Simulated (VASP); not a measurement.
Set up this calculation in VASP 6.6.1, as the native input.

* Task: single point
* Functional: PBEsol
* Potentials or basis: VASP PAW PBE potentials, release 64 (Hf_pv, O)
* Cutoff: 520 eV
* k mesh: 6 × 6 × 6
* Occupations: gaussian, width 0.02 eV
* Spin: no spin polarisation
* Dipole correction: no
* Further INCAR settings: ALGO = Normal; EDIFF = 1e-06; NBANDS = 31

The structure of HfO2 lies in POSCAR:

```
HfO2
1.0
    3.5670489357      0.0000000000      0.0000000000
    0.0000000000      3.5670489357      0.0000000000
    0.0000000000      0.0000000000      5.1659323253
Hf O
2 4
Direct
    0.5000000000      0.5000000000      0.5000000000
    0.0000000000      0.0000000000      0.0000000000
    0.0000000000      0.5000000000      0.7001030873
    0.5000000000      0.0000000000      0.7998969127
    0.5000000000      0.0000000000      0.2998969127
    0.0000000000      0.5000000000      0.2001030873
```

These files were run (other wordings do the same):

INCAR

```
PREC = Accurate
ENCUT = 520
EDIFF = 1E-6
ISMEAR = 0
SIGMA = 0.02
LREAL = False
LASPH = True
NELM = 100
ALGO = Normal
ISIF = 2
LWAVE = False
LCHARG = True
GGA = PS
LELF = True
LVHAR = True
NBANDS = 31
```

KPOINTS

```
Automatic mesh
0
Gamma
  6 6 6
```

Potentials or basis: VASP PAW PBE potentials, release 64 (Hf_pv, O).

The run is started by

```bash
$ cat potpaw_PBE.64/Hf_pv/POTCAR potpaw_PBE.64/O/POTCAR > POTCAR
$ mpirun -np 1 vasp_std > vasp.out
```

Results of the run:

```json
{"Pressure": "-3.3 GPa", "Largest force": "0.029 eV/Å", "Band gap on the k mesh": "4.57 eV (least direct gap 4.65 eV)"}
```

Caveat: the cell stands under tension; the PAW data sets were made with another functional, which shifts forces and pressure a little; spin-orbit coupling is left out, which moves the levels of the heavy elements.

It took 43 s on 1 thread of AMD EPYC 9R45 (Zen 5), on a shared host, peak memory 0.18 GiB.
